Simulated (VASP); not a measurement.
# C (Fd-3m) in VASP: further runs

Runs on C. Level: PBE. Tasks: single point.

Program: VASP 6.6.1. These are calculated values, not measurements. Logs are shortened: lines on timing, memory, paths and dates and some standing lists are left out, and cuts for length are marked.

### Step 1. The cell of the first run

It takes space group Fd-3m (No. 227, cubic). The conventional cell has a = 3.560 Å, b = 3.560 Å, c = 3.560 Å, α = 90.00°, β = 90.00°, γ = 90.00°. Within 2.1 Å of C (site symmetry -43m) lie 4 C at 1.54 Å.

### Step 2. Single point, PBE

INCAR

```
PREC = Accurate
ENCUT = 520
EDIFF = 1E-6
ISMEAR = 0
SIGMA = 0.01
LREAL = F
LASPH = T
NELM = 100
ALGO = Normal
ISIF = 2
LWAVE = F
LCHARG = F
GGA = PE
NBANDS = 11
```

KPOINTS

```
regular mesh
0
Gamma
  4 4 4
```

POSCAR

```
C
1.0
    0.0000000000      1.7801241426      1.7801241426
    1.7801241426      0.0000000000      1.7801241426
    1.7801241426      1.7801241426      0.0000000000
C
2
Direct
    0.0000000000      0.0000000000      0.0000000000
    0.2500000000      0.2500000000      0.2500000000
```

Potentials or basis: VASP PAW PBE potentials, release 64 (C).

Command:

```
> cat potpaw_PBE.64/C/POTCAR > POTCAR
> mpirun -np 1 vasp_std > vasp.out
```

OUTCAR:

```text
PREC = Accurate
   ENCUT = 520
   EDIFF = 1E-6
   ISMEAR = 0
   LREAL = F
   LASPH = T
   NELM = 100
   ISIF = 2
   GGA = PE

 ion  position               nearest neighbor table
   1  0.000  0.000  0.000-   2 1.54   2 1.54   2 1.54   2 1.54
   2  0.250  0.250  0.250-   1 1.54   1 1.54   1 1.54   1 1.54

  LATTYP: Found a face centered cubic cell.
 ALAT       =     3.5602482852

  Lattice vectors:

 A1 = (   0.0000000000,   1.7801241426,   1.7801241426)
 A2 = (   1.7801241426,   0.0000000000,   1.7801241426)
 A3 = (   1.7801241426,   1.7801241426,   0.0000000000)

Analysis of symmetry for initial positions (statically):
=====================================================================
 Subroutine PRICEL returns:
 Original cell was already a primitive cell.

 Routine SETGRP: Setting up the symmetry group for a
 face centered cubic supercell.

 Subroutine GETGRP returns: Found 48 space group operations
 (whereof 24 operations were pure point group operations)
 out of a pool of 48 trial point group operations.

The static configuration has the point symmetry T_d .
 The point group associated with its full space group is O_h .

Analysis of symmetry for dynamics (positions and initial velocities):
=====================================================================
 Subroutine PRICEL returns:
 Original cell was already a primitive cell.

 Routine SETGRP: Setting up the symmetry group for a
 face centered cubic supercell.

 Subroutine GETGRP returns: Found 48 space group operations
 (whereof 24 operations were pure point group operations)
 out of a pool of 48 trial point group operations.

The dynamic configuration has the point symmetry T_d .
 The point group associated with its full space group is O_h .

 Subroutine INISYM returns: Found 48 space group operations
 (whereof 24 operations are pure point group operations),
 and found     1 'primitive' translations

----------------------------------------------------------------------------------------

                                     Primitive cell

  volume of cell :      11.2819

  direct lattice vectors                    reciprocal lattice vectors
     0.000000000  1.780124143  1.780124143    -0.280879287  0.280879287  0.280879287
     1.780124143  0.000000000  1.780124143     0.280879287 -0.280879287  0.280879287
     1.780124143  1.780124143  0.000000000     0.280879287  0.280879287 -0.280879287

  length of vectors
     2.517475705  2.517475705  2.517475705     0.486497196  0.486497196  0.486497196

  position of ions in fractional coordinates (direct lattice)
     0.000000000  0.000000000  0.000000000
     0.250000000  0.250000000  0.250000000

  ion indices of the primitive-cell ions
   primitive index   ion index
                 1           1
                 2           2

----------------------------------------------------------------------------------------

 KPOINTS: regular mesh

Automatic generation of k-mesh.
 Grid dimensions read from file:
 generate k-points for:    4    4    4

 Generating k-lattice:

  Cartesian coordinates                     Fractional coordinates (reciprocal lattice)
    -0.070219822  0.070219822  0.070219822     0.250000000  0.000000000  0.000000000
     0.070219822 -0.070219822  0.070219822     0.000000000  0.250000000  0.000000000
     0.070219822  0.070219822 -0.070219822     0.000000000  0.000000000  0.250000000

  Length of vectors
     0.121624299  0.121624299  0.121624299

  Shift w.r.t. Gamma in fractional coordinates (k-lattice)
     0.000000000  0.000000000  0.000000000

 Subroutine IBZKPT returns following result:
 ===========================================

 Found      8 irreducible k-points:

 Following reciprocal coordinates:
            Coordinates               Weight
  0.000000  0.000000  0.000000      1.000000
  0.250000  0.000000  0.000000      8.000000
  0.500000  0.000000  0.000000      4.000000
  0.250000  0.250000  0.000000      6.000000
  0.500000  0.250000  0.000000     24.000000
 -0.250000  0.250000  0.000000     12.000000
  0.500000  0.500000  0.000000      3.000000
 -0.250000  0.500000  0.250000      6.000000
   k-points           NKPTS =      8   k-points in BZ     NKDIM =      8   number of bands    NBANDS=     11
   number of dos      NEDOS =    301   number of ions     NIONS =      2
   total plane-waves  NPLWV =   8000
   dimension x,y,z NGX =    20 NGY =   20 NGZ =   20
   dimension x,y,z NGXF=    40 NGYF=   40 NGZF=   40
   ions per type =               2
   NGX,Y,Z   is equivalent  to a cutoff of  13.21, 13.21, 13.21 a.u.
   NGXF,Y,Z  is equivalent  to a cutoff of  26.41, 26.41, 26.41 a.u.
 SYSTEM =  unknown system
   PREC   = accura    normal or accurate (medium, high low for compatibility)
   ISTART =      0    job   : 0-new  1-cont  2-samecut
   ICHARG =      2    charge: 1-file 2-atom 10-const
   ISPIN  =      1    spin polarized calculation?
   LNONCOLLINEAR =      F non collinear calculations
   LSORBIT =      F    spin-orbit coupling
   LASPH  =      T    aspherical Exc in radial PAW
   ENCUT  =  520.0 eV  38.22 Ry    6.18 a.u.   4.68  4.68  4.68*2*pi/ulx,y,z
   NELM   =    100;   NELMIN=  2; NELMDL= -5     # of ELM steps
   EDIFF  = 0.1E-05   stopping-criterion for ELM
   LREAL  =      F    real-space projection
   EDIFFG = 0.1E-04   stopping-criterion for IOM
   NSW    =      0    number of steps for IOM
   IBRION =     -1    ionic relax: 0-MD 1-quasi-New 2-CG
   NFREE  =      0    steps in history (QN), initial steepest desc. (CG)
   ISIF   =      2    stress and relaxation
   ISYM   =      2    0-nonsym 1-usesym 2-fastsym
   POTIM  = 0.5000    time-step for ionic-motion
   TEBEG  =    0.0;   TEEND  =   0.0 temperature during run
   PSTRESS=    0.0 pullay stress
   NELECT =       8.0000    total number of electrons
   NUPDOWN=      -1.0000    fix difference up-down
   EMIN   =  10.00;   EMAX   =-10.00  energy-range for DOS
   EFERMI =   0.00;   METHOD = LEGACY
   ISMEAR =     0;   SIGMA  =   0.01  broadening in eV -4-tet -1-fermi 0-gaus
   EFERMI_NEDOS =   21; number of points for ismear=-14 and -15
   IALGO  =     38    algorithm
   IMIX   =      4    mixing-type and parameters
     AMIX     =   0.40;   BMIX     =  1.00
     AMIX_MAG =   1.60;   BMIX_MAG =  1.00
  volume/ion in A,a.u.               =       5.64        38.07
  Fermi-wavevector in a.u.,A,eV,Ry     =   1.459860  2.758735 28.996616  2.131191
  Thomas-Fermi vector in A             =   2.576377
   LORBIT       =      0    0 simple, 1 ext, 2 COOP (PROOUT), +10 PAW based schemes
   GGA     = PE    functional components
   LHFCALC =     F    Hartree Fock is set to
   AEXX    =    0.0000 exact exchange contribution
   IVDW    =     0    specifies the selected vdW correction
   LEPSILON=     F    determine dielectric tensor
   LRPA    =     F    only Hartree local field effects (RPA)
 non-spin polarized calculation
 Gauss-broadening in eV      SIGMA  =   0.01
  energy-cutoff  :      520.00
  volume of cell :       11.28
 maximum number of plane-waves:       308
 NGX is ok and might be reduce to    20
   NGX =  9   NGY =  9   NGZ =  9

 number of electron       7.9999999 magnetization

 Free energy of the ion-electron system (eV)
  ---------------------------------------------------
  ext. energy  EPLUGINS =         0.00000000
  ---------------------------------------------------
  free energy    TOTEN  =       -18.05032332 eV

  energy without entropy =      -18.05032332  energy(sigma->0) =      -18.05032332

 E-fermi :   9.9831     XC(G=0): -13.2648

 val. band max:        9.8422297081   @ k =   0.0000   0.0000   0.0000
 cond. band min:      14.2871721983   @ k =   0.2500   0.2500   0.0000
 fundamental gap:      4.4449424902
 Fermi energy:         9.9831359490

 k-point     1 :       0.0000    0.0000    0.0000
  band No.  band energies     occupation
      1     -11.7217      2.00000
      2       9.8422      2.00000
      3       9.8422      2.00000
      4       9.8422      2.00000
      5      15.4386      0.00000
      6      15.4386      0.00000
      7      15.4386      0.00000
      8      23.2998      0.00000
      9      29.1942      0.00000
     10      36.4124      0.00000
     11      36.4124      0.00000

 k-point     2 :       0.2500    0.0000    0.0000
  band No.  band energies     occupation
      1      -9.9988      2.00000
      2       3.2177      2.00000
      3       8.0847      2.00000
      4       8.0847      2.00000
      5      17.6500      0.00000
      6      17.6500      0.00000
      7      18.0334      0.00000
      8      24.5679      0.00000
      9      30.6175      0.00000
     10      32.2581      0.00000
     11      32.2581      0.00000

 k-point     3 :       0.5000    0.0000    0.0000
  band No.  band energies     occupation
      1      -5.9104      2.00000
      2      -3.6033      2.00000
      3       7.0252      2.00000
      4       7.0252      2.00000
      5      18.3144      0.00000
      6      18.3144      0.00000
      7      18.7592      0.00000
      8      25.5828      0.00000
      9      31.8149      0.00000
     10      34.1166      0.00000
     11      35.8438      0.00000

 k-point     4 :       0.2500    0.2500    0.0000
  band No.  band energies     occupation
      1      -9.4270      2.00000
      2       5.3180      2.00000
      3       5.6920      2.00000
      4       5.6920      2.00000
      5      14.2872      0.00000
      6      20.1123      0.00000
      7      21.4782      0.00000
      8      21.4782      0.00000
      9      30.0671      0.00000
     10      32.1100      0.00000
     11      39.3476      0.00000

 k-point     5 :       0.5000    0.2500    0.0000
  band No.  band energies     occupation
      1      -5.6704      2.00000
      2      -0.9920      2.00000
      3       3.0657      2.00000
      4       4.9340      2.00000
      5      15.9238      0.00000
      6      21.3088      0.00000
      7      22.6999      0.00000
      8      23.2403      0.00000
      9      30.2239      0.00000
     10      33.5450      0.00000
     11      37.4376      0.00000

 k-point     6 :      -0.2500    0.2500    0.0000
  band No.  band energies     occupation
      1      -7.2332      2.00000
      2       1.1084      2.00000
      3       2.1873      2.00000
      4       6.8112      2.00000
      5      17.7890      0.00000
      6      19.8817      0.00000
      7      22.2544      0.00000
      8      23.8351      0.00000
      9      29.5450      0.00000
     10      30.6093      0.00000
     11      34.6850      0.00000

 k-point     7 :       0.5000    0.5000    0.0000
  band No.  band energies     occupation
      1      -2.9687      2.00000
      2      -2.9687      2.00000
      3       3.5040      2.00000
      4       3.5040      2.00000
      5      14.5964      0.00000
      6      14.5964      0.00000
      7      26.7381      0.00000
      8      26.7381      0.00000
      9      33.1823      0.00000
     10      33.1823      0.00000
     11      42.2816      0.00000

 k-point     8 :      -0.2500    0.5000    0.2500
  band No.  band energies     occupation
      1      -2.1673      2.00000
      2      -2.1673      2.00000
      3       1.4611      2.00000
      4       1.4611      2.00000
      5      20.4787      0.00000
      6      20.4787      0.00000
      7      22.2278      0.00000
      8      22.2278      0.00000
      9      31.2542      0.00000
     10      31.2542      0.00000
     11      40.3422      0.00000

------------------------ aborting loop because EDIFF is reached ----------------------------------------

  FORCE on cell =-STRESS in cart. coord.  units (eV):
  Direction    XX          YY          ZZ          XY          YZ          ZX
  --------------------------------------------------------------------------------------
  -------------------------------------------------------------------------------------
  Total        0.4248718      0.4248718      0.4248718     -0.0000000      0.0000000     -0.0000000
  in kB       60.3375416     60.3375416     60.3375416     -0.0000000      0.0000000     -0.0000000
  external PRESSURE =      60.3375416 kB  Pullay stress =       0.0000000 kB

 VOLUME and BASIS-vectors are now :
 -----------------------------------------------------------------------------
  energy-cutoff  :      520.00
  volume of cell :       11.28
      direct lattice vectors                 reciprocal lattice vectors
     0.000000000  1.780124143  1.780124143    -0.280879287  0.280879287  0.280879287
     1.780124143  0.000000000  1.780124143     0.280879287 -0.280879287  0.280879287
     1.780124143  1.780124143  0.000000000     0.280879287  0.280879287 -0.280879287

 POSITION                                       TOTAL-FORCE (eV/Angst)
 -----------------------------------------------------------------------------------
      0.00000      0.00000      0.00000        -0.000000     -0.000000     -0.000000
      0.89006      0.89006      0.89006         0.000000      0.000000      0.000000
 -----------------------------------------------------------------------------------
    total drift:                                0.000000      0.000000      0.000000

  FREE ENERGIE OF THE ION-ELECTRON SYSTEM (eV)
  ---------------------------------------------------
  free  energy   TOTEN  =       -18.0503233156 eV

  energy  without entropy=      -18.0503233156  energy(sigma->0) =      -18.05032332
```

Run time: 1.4 s. Hardware: 1 thread of AMD EPYC 9R45 (Zen 5), shared host; peak memory 0.08 GiB.

What came out:

```yaml
Free_energy: -18.0503 eV
Pressure: 6.0 GPa
Band_gap_on_the_k_mesh: 4.45 eV (least direct gap 5.60 eV)
```

Caveat: the k points lie up to 0.76 Å⁻¹ apart.

### Step 3. Single point, PBE

INCAR

```
PREC     = Accurate       # precision mode
ENCUT    = 520            # plane-wave cutoff, eV
EDIFF    = 1E-6           # SCF threshold, eV
ISMEAR   = 0              # smearing method
SIGMA    = 0.01           # smearing width, eV
LREAL    = False          # projectors in reciprocal space
LASPH    = True           # aspherical terms in the spheres
NELM     = 80             # most SCF steps
ALGO     = Normal         # electronic algorithm
ISIF     = 2              # what is computed and relaxed
LWAVE    = False          # write WAVECAR
LCHARG   = False          # write CHGCAR
GGA      = PE             # functional
NBANDS   = 11             # bands
```

KPOINTS

```
regular mesh
0
Gamma
  8 8 8
```

POSCAR is that of step 2.

Potentials or basis: VASP PAW PBE potentials, release 64 (C).

Command:

```
> cat potpaw_PBE.64/C/POTCAR > POTCAR
> mpirun -np 1 vasp_std > vasp.out
```

OUTCAR:

```text
PREC = Accurate
   ENCUT = 520
   EDIFF = 1E-6
   ISMEAR = 0
   LREAL = False
   LASPH = True
   NELM = 80
   ISIF = 2
   GGA = PE

 ion  position               nearest neighbor table
   1  0.000  0.000  0.000-   2 1.54   2 1.54   2 1.54   2 1.54
   2  0.250  0.250  0.250-   1 1.54   1 1.54   1 1.54   1 1.54

  LATTYP: Found a face centered cubic cell.
 ALAT       =     3.5602482852

  Lattice vectors:

 A1 = (   0.0000000000,   1.7801241426,   1.7801241426)
[... 523 lines left out ...]

------------------------ aborting loop because EDIFF is reached ----------------------------------------

  FORCE on cell =-STRESS in cart. coord.  units (eV):
  Direction    XX          YY          ZZ          XY          YZ          ZX
  --------------------------------------------------------------------------------------
  -------------------------------------------------------------------------------------
  Total        0.3455856      0.3455856      0.3455856      0.0000000      0.0000000     -0.0000000
  in kB       49.0778368     49.0778368     49.0778368      0.0000000      0.0000000     -0.0000000
  external PRESSURE =      49.0778368 kB  Pullay stress =       0.0000000 kB

 VOLUME and BASIS-vectors are now :
 -----------------------------------------------------------------------------
  energy-cutoff  :      520.00
  volume of cell :       11.28
      direct lattice vectors                 reciprocal lattice vectors
     0.000000000  1.780124143  1.780124143    -0.280879287  0.280879287  0.280879287
     1.780124143  0.000000000  1.780124143     0.280879287 -0.280879287  0.280879287
     1.780124143  1.780124143  0.000000000     0.280879287  0.280879287 -0.280879287

 POSITION                                       TOTAL-FORCE (eV/Angst)
 -----------------------------------------------------------------------------------
      0.00000      0.00000      0.00000        -0.000000     -0.000000     -0.000000
      0.89006      0.89006      0.89006         0.000000      0.000000      0.000000
 -----------------------------------------------------------------------------------
    total drift:                                0.000000      0.000000      0.000000

  FREE ENERGIE OF THE ION-ELECTRON SYSTEM (eV)
  ---------------------------------------------------
  free  energy   TOTEN  =       -18.1829345684 eV

  energy  without entropy=      -18.1829345684  energy(sigma->0) =      -18.18293457
```

stdout:

```text
POSCAR found type information on POSCAR C
 POSCAR found :  1 types and       2 ions
 scaLAPACK will be used
 LDA part: xc-table for (Slater+PW92), standard interpolation
 POSCAR, INCAR and KPOINTS ok, starting setup
 FFT: planning ... GRIDC
 FFT: planning ... GRID_SOFT
 FFT: planning ... GRID
 WAVECAR not read
 entering main loop
```

Wall time 2.6 s (1 thread of AMD EPYC 9R45 (Zen 5), shared host); peak memory 0.08 GiB.

Results:

```
Free energy            : -18.1829 eV
Pressure               : 4.9 GPa
Band gap on the k mesh : 4.14 eV (least direct gap 5.60 eV)
```

Caveat: the cell stands under pressure. A k mesh can miss the band edges.

### Step 4. Single point, PBE

INCAR

```
SYSTEM = C
  PREC = Accurate
  ENCUT = 520
  EDIFF = 1E-7
  ISMEAR = 0
  SIGMA = 0.01
  LREAL = .False.
  LASPH = .True.
  NELM = 100
  ALGO = Normal
  ISIF = 2
  LWAVE = .False.
  LCHARG = .True.
  GGA = PE
  LELF = .True.
  LVHAR = .True.
  NBANDS = 11
```

KPOINTS

```
regular mesh
0
Gamma
  8 8 8
  0 0 0
```

POSCAR is that of step 3.

Command:

```
> cat potpaw_PBE.64/C/POTCAR > POTCAR
> mpirun -np 1 vasp_std > vasp.out
```

Wall time 2.8 s (1 thread of AMD EPYC 9R45 (Zen 5), shared host); peak memory 0.08 GiB.

Results (log left out):

* Free energy: -18.1829 eV
* Pressure: 4.9 GPa
* Band gap on the k mesh: 4.14 eV (least direct gap 5.60 eV)

Levels at points of the mesh, in eV from the valence-band top:
| k point | band 1 | band 2 | band 3 | band 4 | band 5 | band 6 | band 7 | band 8 |
| --- | --- | --- | --- | --- | --- | --- | --- | --- |
| (0.00, 0.00, 0.00) | -21.55 | 0.00 | 0.00 | 0.00 | 5.60 | 5.60 | 5.60 | 13.46 |
| (0.50, 0.00, 0.00) | -15.74 | -13.43 | -2.81 | -2.81 | 8.48 | 8.48 | 8.92 | 15.75 |
| (0.50, 0.50, 0.00) | -12.80 | -12.80 | -6.33 | -6.33 | 4.77 | 4.77 | 16.89 | 16.89 |

Caveat: the cell stands under pressure. A k mesh can miss the band edges.
